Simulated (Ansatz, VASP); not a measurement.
# Y: VASP beside Ansatz

Contents of INCAR:

```
PREC = Accurate
ENCUT = 520
EDIFF = 1E-7
ISMEAR = -1
SIGMA = 0.1
LREAL = F
LASPH = T
NELM = 100
ALGO = Normal
ISIF = 2
LWAVE = F
LCHARG = F
GGA = RE
NBANDS = 24
```

Contents of KPOINTS:

```
regular mesh
0
Gamma
  7 7 10
```

Contents of POSCAR:

```
Y
1.0
    5.4687026424      0.0000000000      0.0000000000
   -2.7343513212      4.7360354141      0.0000000000
    0.0000000000      0.0000000000      3.4152208632
Y
3
Direct
    1.0000000000      0.0000000000      1.0000000000
    0.3333333333      0.6666666667      0.5000000000
    0.6666666667      0.3333333333      0.5000000000
```

Input for Ansatz:

```yaml
crystal:
  lattice:
    - [5.4687026424, 0.0, 0.0]
    - [-2.7343513212, 4.7360354141, 0.0]
    - [0.0, 0.0, 3.4152208632]
  atoms:
    - { symbol: "Y", position: [1.0, 0.0, 1.0] }
    - { symbol: "Y", position: [0.3333333333, 0.6666666667, 0.5] }
    - { symbol: "Y", position: [0.6666666667, 0.3333333333, 0.5] }
hamiltonian:
  xc: revpbe
  pseudopotentials:
    kind: paw
    azcp:
      "Y": "pseudopotentials/Y.paw.azcp"
basis:
  ecutwfc: 420
  fft_grid_basis: typed
kpoints:
  mp_grid: { grid: [7, 7, 10], shift: [0, 0, 0] }
magnetization:
  spin_polarized: false
scf:
  occupations: { method: fermi_dirac, width: 0.1 }
  lower_state_search: "off"
output:
  stress: true
```

Alike in both runs: task single point; functional revPBE; k mesh 7 × 7 × 10; occupations fermi-dirac, width 0.1 eV; no spin polarisation.

|  | VASP | Ansatz |
| --- | --- | --- |
| version | VASP 6.6.1 | Ansatz 0.2.0 |
| potentials or method | VASP PAW PBE potentials, release 64 (Y_sv), cutoff 520 eV | plane waves (420 eV) with PAW, scalar-relativistic |
| valence electrons in the cell | 33 | 33 |

VASP gave:

* pressure (GPa): 5.7
* traceless stress, the component that is largest in VASP (GPa): -0.35

**Question.** What did Ansatz give for the same quantities?

**Answer.** Pressure (GPa): 5.8; traceless stress, the component that is largest in VASP (GPa): -0.35.

VASP's potentials were made for PBE, not for revPBE. With one functional, cell and mesh, what is left measures potentials, basis and numerics.
